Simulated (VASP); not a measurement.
# Mg3O2 (Immm) in VASP: relaxation of cell and atoms with PBE

Aim: the relaxation of cell and atoms of Mg3O2 with PBE.

All numbers are computed with VASP 6.6.1; they aren't measurements. Logs are shortened: lines on timing, memory, paths and dates and some standing lists are left out, and cuts for length are marked.

## (1) The cell of the first run

It takes space group Immm (No. 71, orthorhombic). The conventional cell has a = 4.030 Å, b = 4.731 Å, c = 8.120 Å, α = 90.00°, β = 90.00°, γ = 90.00°. Mg (site symmetry mm2) has 1 Mg at 1.99 Å and 1 O at 2.07 Å within 2.6 Å. Within 2.6 Å of Mg (site symmetry mmm) lie 2 Mg at 1.99 Å and 2 O at 2.37 Å. Within 2.7 Å of O (site symmetry mmm) lie 2 O at 2.01 Å and 2 Mg at 2.37 Å. Within 2.7 Å of O (site symmetry mmm) lie 2 O at 2.01 Å and 2 Mg at 2.07 Å.

The cell was generated, and may not be a known phase.

## (2) Relaxation of cell and atoms, PBE

The input, INCAR:

```
PREC = Accurate
ENCUT = 840
EDIFF = 1E-7
ISMEAR = 0
SIGMA = 0.2
LREAL = False
LASPH = True
NELM = 120
ALGO = Normal
ISIF = 3
LWAVE = False
LCHARG = False
GGA = PE
IBRION = 2
NSW = 36
EDIFFG = -0.08
GGA_COMPAT = False
NELMIN = 4
```

The input, KPOINTS:

```
regular mesh
0
Gamma
  5 5 5
```

The input, POSCAR:

```
Mg3O2
1.0
   -2.0149106000      2.3655152000      4.0601027200
    2.0149106000     -2.3655152000      4.0601027200
    2.0149106000      2.3655152000     -4.0601027200
Mg O
3 2
Direct
    0.2448313200      0.7448313200      0.5000000000
    0.7551686800      0.2551686800      0.5000000000
    0.0000000000      0.5000000000      0.5000000000
    0.5000000000      0.5000000000      0.0000000000
    0.5000000000      0.0000000000      0.5000000000
```

Potentials or basis: VASP PAW PBE potentials, release 64 (Mg_sv, O).

Command:

```
cat potpaw_PBE.64/Mg_sv/POTCAR potpaw_PBE.64/O/POTCAR > POTCAR
mpirun -np 1 vasp_std > vasp.out
```

OUTCAR:

```text
PREC = Accurate
   ENCUT = 840
   EDIFF = 1E-7
   ISMEAR = 0
   LREAL = False
   LASPH = True
   NELM = 120
   ISIF = 3
   GGA = PE
   IBRION = 2
   NSW = 36
   EDIFFG = -0.08
   NELMIN = 4

 ion  position               nearest neighbor table
   1  0.245  0.745  0.500-   3 1.99   5 2.07
   2  0.755  0.255  0.500-   3 1.99   5 2.07
   3  0.000  0.500  0.500-   1 1.99   2 1.99
   4  0.500  0.500  0.000-
   5  0.500  0.000  0.500-   1 2.07   2 2.07

  LATTYP: Found a body centered orthorhombic cell.
 ALAT       =     4.0298212000
 B/A-ratio  =     1.1740050402
 C/A-ratio  =     2.0150287164

  Lattice vectors:

 A1 = (  -2.0149106000,   2.3655152000,   4.0601027200)
 A2 = (   2.0149106000,  -2.3655152000,   4.0601027200)
 A3 = (   2.0149106000,   2.3655152000,  -4.0601027200)

Analysis of symmetry for initial positions (statically):
=====================================================================
 Subroutine PRICEL returns:
 Original cell was already a primitive cell.

 Routine SETGRP: Setting up the symmetry group for a
 body centered orthorhombic supercell.

 Subroutine GETGRP returns: Found  8 space group operations
 (whereof  8 operations were pure point group operations)
 out of a pool of  8 trial point group operations.

The static configuration has the point symmetry D_2h.

Analysis of symmetry for dynamics (positions and initial velocities):
=====================================================================
 Subroutine PRICEL returns:
 Original cell was already a primitive cell.

 Routine SETGRP: Setting up the symmetry group for a
 body centered orthorhombic supercell.

 Subroutine GETGRP returns: Found  8 space group operations
 (whereof  8 operations were pure point group operations)
 out of a pool of  8 trial point group operations.

The dynamic configuration has the point symmetry D_2h.

 Subroutine INISYM returns: Found  8 space group operations
 (whereof  8 operations are pure point group operations),
 and found     1 'primitive' translations

----------------------------------------------------------------------------------------

                                     Primitive cell

  volume of cell :      77.4067

  direct lattice vectors                    reciprocal lattice vectors
    -2.014910600  2.365515200  4.060102720     0.000000000  0.211370445  0.123149594
     2.014910600 -2.365515200  4.060102720     0.248149968  0.000000000  0.123149594
     2.014910600  2.365515200 -4.060102720     0.248149968  0.211370445  0.000000000

  length of vectors
     5.112725397  5.112725397  5.112725397     0.244628877  0.277027487  0.325969126

  position of ions in fractional coordinates (direct lattice)
     0.244831320  0.744831320  0.500000000
     0.755168680  0.255168680  0.500000000
     0.000000000  0.500000000  0.500000000
     0.500000000  0.500000000  0.000000000
     0.500000000  0.000000000  0.500000000

  ion indices of the primitive-cell ions
   primitive index   ion index
                 1           1
                 2           2
                 3           3
                 4           4
                 5           5

----------------------------------------------------------------------------------------

 KPOINTS: regular mesh

Automatic generation of k-mesh.
 Grid dimensions read from file:
 generate k-points for:    5    5    5

 Generating k-lattice:

  Cartesian coordinates                     Fractional coordinates (reciprocal lattice)
     0.000000000  0.042274089  0.024629919     0.200000000  0.000000000 -0.000000000
     0.049629994  0.000000000  0.024629919     0.000000000  0.200000000  0.000000000
     0.049629994  0.042274089  0.000000000    -0.000000000  0.000000000  0.200000000

  Length of vectors
     0.048925775  0.055405497  0.065193825

  Shift w.r.t. Gamma in fractional coordinates (k-lattice)
     0.000000000  0.000000000  0.000000000

 Subroutine IBZKPT returns following result:
 ===========================================

 Found     27 irreducible k-points:

 Following reciprocal coordinates:
            Coordinates               Weight
  0.000000  0.000000  0.000000      1.000000
  0.200000 -0.000000  0.000000      4.000000
  0.400000  0.000000 -0.000000      4.000000
  0.000000  0.200000  0.000000      4.000000
  0.200000  0.200000  0.000000      8.000000
  0.400000  0.200000  0.000000      8.000000
[... 16 lines left out ...]
 -0.400000 -0.200000  0.200000      4.000000
 -0.200000 -0.200000  0.200000      2.000000
 [... further k-points ...]
   k-points           NKPTS =     27   k-points in BZ     NKDIM =     27   number of bands    NBANDS=     25
   number of dos      NEDOS =    301   number of ions     NIONS =      5
   total plane-waves  NPLWV = 110592
   dimension x,y,z NGX =    48 NGY =   48 NGZ =   48
   dimension x,y,z NGXF=    96 NGYF=   96 NGZF=   96
   ions per type =               3   2
   NGX,Y,Z   is equivalent  to a cutoff of  15.61, 15.61, 15.61 a.u.
   NGXF,Y,Z  is equivalent  to a cutoff of  31.22, 31.22, 31.22 a.u.
 SYSTEM =  unknown system
   PREC   = accura    normal or accurate (medium, high low for compatibility)
   ISTART =      0    job   : 0-new  1-cont  2-samecut
   ICHARG =      2    charge: 1-file 2-atom 10-const
   ISPIN  =      1    spin polarized calculation?
   LNONCOLLINEAR =      F non collinear calculations
   LSORBIT =      F    spin-orbit coupling
   LASPH  =      T    aspherical Exc in radial PAW
   ENCUT  =  840.0 eV  61.74 Ry    7.86 a.u.  12.08 12.08 12.08*2*pi/ulx,y,z
   NELM   =    120;   NELMIN=  4; NELMDL= -5     # of ELM steps
   EDIFF  = 0.1E-06   stopping-criterion for ELM
   LREAL  =      F    real-space projection
   EDIFFG = -.8E-01   stopping-criterion for IOM
   NSW    =     36    number of steps for IOM
   IBRION =      2    ionic relax: 0-MD 1-quasi-New 2-CG
   NFREE  =      1    steps in history (QN), initial steepest desc. (CG)
   ISIF   =      3    stress and relaxation
   ISYM   =      2    0-nonsym 1-usesym 2-fastsym
   POTIM  = 0.5000    time-step for ionic-motion
   TEBEG  =    0.0;   TEEND  =   0.0 temperature during run
   PSTRESS=    0.0 pullay stress
   NELECT =      42.0000    total number of electrons
   NUPDOWN=      -1.0000    fix difference up-down
   EMIN   =  10.00;   EMAX   =-10.00  energy-range for DOS
   EFERMI =   0.00;   METHOD = LEGACY
   ISMEAR =     0;   SIGMA  =   0.20  broadening in eV -4-tet -1-fermi 0-gaus
   EFERMI_NEDOS =   21; number of points for ismear=-14 and -15
   IALGO  =     38    algorithm
   IMIX   =      4    mixing-type and parameters
     AMIX     =   0.40;   BMIX     =  1.00
     AMIX_MAG =   1.60;   BMIX_MAG =  1.00
  volume/ion in A,a.u.               =      15.48       104.47
  Fermi-wavevector in a.u.,A,eV,Ry     =   1.335258  2.523271 24.258005  1.782913
  Thomas-Fermi vector in A             =   2.463976
   LORBIT       =      0    0 simple, 1 ext, 2 COOP (PROOUT), +10 PAW based schemes
   GGA     = PE    functional components
   LHFCALC =     F    Hartree Fock is set to
   AEXX    =    0.0000 exact exchange contribution
   IVDW    =     0    specifies the selected vdW correction
   LEPSILON=     F    determine dielectric tensor
   LRPA    =     F    only Hartree local field effects (RPA)
 conjugate gradient relaxation of ions
 non-spin polarized calculation
 Gauss-broadening in eV      SIGMA  =   0.20
  energy-cutoff  :      840.00
  volume of cell :       77.41
 maximum number of plane-waves:      4317
   NGX = 25   NGY = 25   NGZ = 25

--------------------------------------- Ionic step        1  -------------------------------------------

 number of electron      41.9999999 magnetization

 Free energy of the ion-electron system (eV)
  ---------------------------------------------------
  ext. energy  EPLUGINS =         0.00000000
  ---------------------------------------------------
  free energy    TOTEN  =       -11.11400278 eV

  energy without entropy =      -11.04551851  energy(sigma->0) =      -11.07976064

------------------------ aborting loop because EDIFF is reached ----------------------------------------

  FORCE on cell =-STRESS in cart. coord.  units (eV):
  Direction    XX          YY          ZZ          XY          YZ          ZX
  --------------------------------------------------------------------------------------
  -------------------------------------------------------------------------------------
  Total        1.6587340     -5.2899190     24.2025506      0.0000000      0.0000000      0.0000000
  in kB       34.3327656   -109.4916675    500.9486164      0.0000000      0.0000000      0.0000000
  external PRESSURE =     141.9299048 kB  Pullay stress =       0.0000000 kB
[... 98 lines left out ...]
  FREE ENERGIE OF THE ION-ELECTRON SYSTEM (eV)
  ---------------------------------------------------
  free  energy   TOTEN  =       -17.4758878872 eV

  energy  without entropy=      -17.4313231633  energy(sigma->0) =      -17.45360553

[... ionic steps 4 to 21 ...]

--------------------------------------- Ionic step       22  -------------------------------------------

 number of electron      41.9999999 magnetization

------------------------ aborting loop because EDIFF is reached ----------------------------------------

  FORCE on cell =-STRESS in cart. coord.  units (eV):
  Direction    XX          YY          ZZ          XY          YZ          ZX
  --------------------------------------------------------------------------------------
  -------------------------------------------------------------------------------------
  Total        0.0145345      0.0468147      0.4282448      0.0000000      0.0000000      0.0000000
  in kB        0.2432232      0.7834053      7.1663175      0.0000000      0.0000000      0.0000000
  external PRESSURE =       2.7309820 kB  Pullay stress =       0.0000000 kB
[... 63 lines left out ...]
  energy  without entropy=      -18.8892156934  energy(sigma->0) =      -18.90374170

--------------------------------------- Ionic step       24  -------------------------------------------

 number of electron      42.0000000 magnetization

 Free energy of the ion-electron system (eV)
  ---------------------------------------------------
  ext. energy  EPLUGINS =         0.00000000
  ---------------------------------------------------
  free energy    TOTEN  =       -18.92241751 eV

  energy without entropy =      -18.89558111  energy(sigma->0) =      -18.90899931

 E-fermi :   1.1873     XC(G=0):  -8.3447

 val. band max:        1.0620446643   @ k =  -0.4000   0.2000   0.0000
 cond. band min:       1.3201308065   @ k =   0.2000  -0.2000   0.2000
 fundamental gap:      0.2580861422
 Fermi energy:         1.1872759118

 k-point     1 :       0.0000    0.0000    0.0000
  band No.  band energies     occupation
      1     -74.4385      2.00000
      2     -74.4370      2.00000
      3     -73.5893      2.00000
      4     -41.2492      2.00000
      5     -41.2474      2.00000
      6     -41.2433      2.00000
[... 661 lines left out ...]
     24       4.0570      0.00000
     25       6.5145      0.00000

 [... further k-points ...]
[... 5 lines left out ...]
  --------------------------------------------------------------------------------------
  -------------------------------------------------------------------------------------
  Total       -0.3830511     -0.1042577      0.1427736     -0.0000000      0.0000000      0.0000000
  in kB       -6.2496971     -1.7010233      2.3294327     -0.0000000      0.0000000      0.0000000
  external PRESSURE =      -1.8737626 kB  Pullay stress =       0.0000000 kB
[... 20 lines left out ...]
  FREE ENERGIE OF THE ION-ELECTRON SYSTEM (eV)
  ---------------------------------------------------
  free  energy   TOTEN  =       -18.9224175126 eV

  energy  without entropy=      -18.8955811142  energy(sigma->0) =      -18.90899931

 reached required accuracy - stopping structural energy minimisation
```

It took 19 min on 1 thread of Intel Xeon 6975P-C (Granite Rapids), shared host; peak memory 0.37 GiB.

Results:

```
Free energy                           : -18.9224 eV
Relaxed volume                        : 19.64 Å³/atom
Relaxed cell                          : a = 6.203 Å, b = 6.203 Å, c = 6.203 Å, α = 132.36°, β = 145.81°, γ = 59.94°
Space group after relaxing (to 0.1 Å) : Immm (No. 71)
Energy gained by relaxing             : 1561.7 meV/atom
Ionic steps                           : 24
Pressure after relaxing               : -0.2 GPa
Largest force after relaxing          : 0.026 eV/Å
Band gap on the k mesh                : zero (bands 21 and 22 overlap by 1.19 eV)
```

Forces in eV/Å, atoms in the order of the input:
```
Mg   0.000  0.000 -0.026
Mg   0.000  0.000  0.026
Mg   0.000  0.000  0.000
O    0.000  0.000  0.000
O    0.000  0.000  0.000
```

Step by step:
```tsv
step	energy change (eV)	largest force (eV/Å)	pressure (GPa)	volume (Å³)
1	0.0000	8.9933	14.19	77.41
2	-6.1672	2.0510	-5.38	92.06
3	-6.3619	1.7886	-6.08	93.81
4	-6.6341	1.2562	-7.09	97.25
5	-6.6737	0.0030	-8.67	103.83
6	-6.7331	0.8615	-7.27	98.83
7	-7.4549	1.3330	1.96	86.67
8	-7.4547	1.2869	1.73	86.87
9	-7.6078	0.0446	3.69	84.37
10	-7.6577	0.3261	2.54	85.21
11	-7.6865	0.1429	-0.65	88.73
12	-7.6872	0.0853	-0.26	88.26
13	-7.7059	0.0826	-0.16	88.91
14	-7.7429	0.0309	0.32	90.76
15	-7.7360	0.4614	1.84	94.00
16	-7.7566	0.0938	0.85	92.15
17	-7.7689	0.0138	0.73	92.80
18	-7.7923	0.1894	0.42	94.75
19	-7.7460	0.4443	0.00	98.48
20	-7.7944	0.2378	0.34	95.33
21	-7.7945	0.2486	0.33	95.47
22	-7.7975	0.2225	0.27	95.74
23	-7.8043	0.1448	0.12	96.56
24	-7.8084	0.0262	-0.19	98.20
```

Final structure:
```yaml
crystal:
  lattice:
    - [-2.50514, 1.82359, 5.37390]
    - [2.50514, -1.82359, 5.37390]
    - [2.50514, 1.82359, -5.37390]
  atoms:
    - { symbol: Mg, position: [0.32840, 0.82840, 0.50000] }
    - { symbol: Mg, position: [0.67160, 0.17160, 0.50000] }
    - { symbol: Mg, position: [0.00000, 0.50000, 0.50000] }
    - { symbol: O, position: [0.50000, 0.50000, 0.00000] }
    - { symbol: O, position: [0.50000, 0.00000, 0.50000] }
```

Levels at points of the mesh, in eV from the Fermi level:
```tsv
k point	band 18	band 19	band 20	band 21	band 22	band 23	band 24	band 25
(0.00, 0.00, 0.00)	-3.15	-2.32	-1.58	0.31	1.52	3.07	3.25	3.81
```

Caveat: the volume moved by over 15 % at a fixed basis, so the end points are rough.

The gap in the log of VASP goes by the Fermi energy; the results here count the filled bands.